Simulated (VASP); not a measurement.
The system is SnTe.

```
CELL_PARAMETERS angstrom
4.45597 0.00000 0.00000
2.22799 3.85899 0.00000
2.22799 1.28633 3.63829
ATOMIC_POSITIONS crystal
Sn 0.00000 0.00000 0.00000
Te 0.50000 0.50000 0.50000
```

| Property | Result |
| --- | --- |
| Program | VASP 6.6.1 |
| Task | relaxation of cell and atoms |
| Functional | r2SCAN |
| Potentials or basis | VASP PAW PBE potentials, release 64 (Sn_d, Te) |
| Cutoff | 600 eV |
| k mesh | 6 × 6 × 6 |
| Occupations | gaussian, width 0.1 eV |
| Spin | no spin polarisation |

At the start: pressure 1.7 GPa; volume 31.28 Å³/atom.

Where does the relaxation end?

Over 3 steps the energy falls by 5.8 meV/atom and the volume is 32.41 Å³/atom (+3.6 %); space group Fm-3m (No. 225, to 0.05 Å).

Step by step:
| step | energy change (eV) | largest force (eV/Å) | pressure (GPa) | volume (Å³) |
| --- | --- | --- | --- | --- |
| 1 | 0.0000 | 0.0000 | 1.68 | 62.56 |
| 2 | -0.0104 | 0.0000 | -0.49 | 65.58 |
| 3 | -0.0115 | 0.0000 | 0.01 | 64.83 |

Final structure:
```
Sn Te
1.0
     4.50912    0.00000    0.00000
     2.25456    3.90501    0.00000
     2.25456    1.30167    3.68168
Sn Te
1 1
Direct
  0.00000 0.00000 0.00000
  0.50000 0.50000 0.50000
```

Caveat: the PAW data sets were made with another functional, which shifts forces and pressure a little.
